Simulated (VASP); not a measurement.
# Rh: relaxation of cell and atoms with PBEsol+D3(BJ)

Rh:

```
CELL_PARAMETERS angstrom
2.68000 0.00000 0.00000
-1.34000 2.32095 0.00000
0.00000 0.00000 4.37644
ATOMIC_POSITIONS crystal
Rh 0.33333 0.66667 0.25000
Rh 0.66667 0.33333 0.75000
```

```json
{
  "Program": "VASP 6.6.1",
  "Task": "relaxation of cell and atoms",
  "Functional": "PBEsol",
  "Dispersion": "D3(BJ)",
  "Potentials or basis": "VASP PAW PBE potentials, release 64 (Rh_pv)",
  "Cutoff": "600 eV",
  "k mesh": "11 × 11 × 6",
  "Occupations": "methfessel-paxton, width 0.1 eV",
  "Spin": "no spin polarisation",
  "Dipole correction": "no",
  "Further INCAR settings": "ALGO = Normal; EDIFF = 1e-07; IBRION = 2; EDIFFG = -0.01; NSW = 80; ISIF = 3"
}
```

| Property | Result |
| --- | --- |
| Relaxed volume | 13.21 Å³/atom |
| Relaxed cell | a = 2.661 Å, b = 2.661 Å, c = 4.309 Å, α = 90.00°, β = 90.00°, γ = 120.00° |
| Space group after relaxing (to 0.05 Å) | P6_3/mmc (No. 194) |
| Energy gained by relaxing | 12.1 meV/atom |
| Ionic steps | 6 |
| Pressure after relaxing | 0.0 GPa |
| Band gap on the k mesh | zero (band 15 reaches 13.29 eV, above the bottom of band 16 at 10.74 eV) |
| Dispersion energy per atom | -0.633 eV |

Step by step:
```csv
step,energy change (eV),largest force (eV/Å),pressure (GPa),volume (Å³)
1,0.0000,0.0000,-8.81,27.22
2,0.1621,0.0000,31.50,24.38
3,-0.0237,0.0000,-0.18,26.44
4,-0.0237,0.0000,0.13,26.41
5,-0.0241,0.0000,-0.05,26.43
6,-0.0242,0.0000,-0.01,26.42
```

Final structure:
```
Rh
1.0
     2.66094    0.00000    0.00000
    -1.33047    2.30445    0.00000
     0.00000    0.00000    4.30929
Rh
2
Direct
  0.33333 0.66667 0.25000
  0.66667 0.33333 0.75000
```

Levels at points of the mesh, in eV from the Fermi level:
```csv
k point,band 11,band 12,band 13,band 14,band 15,band 16,band 17,band 18,band 19
"(0.00, 0.00, 0.00)",-3.25,-2.69,-2.69,-2.03,-2.03,0.15,0.15,0.59,8.97
"(0.00, 0.00, 0.50)",-3.36,-3.36,-3.36,-3.36,-0.46,-0.46,-0.46,-0.46,14.92
```

It took 60 s on 1 thread of Intel(R) Xeon(R) Platinum 8488C (Sapphire Rapids) (shared host), peak memory 0.19 GiB.

Caveat: the PAW data sets were made with another functional, which shifts forces and pressure a little; pairwise dispersion overbinds metals, which lowers pressure and volume.
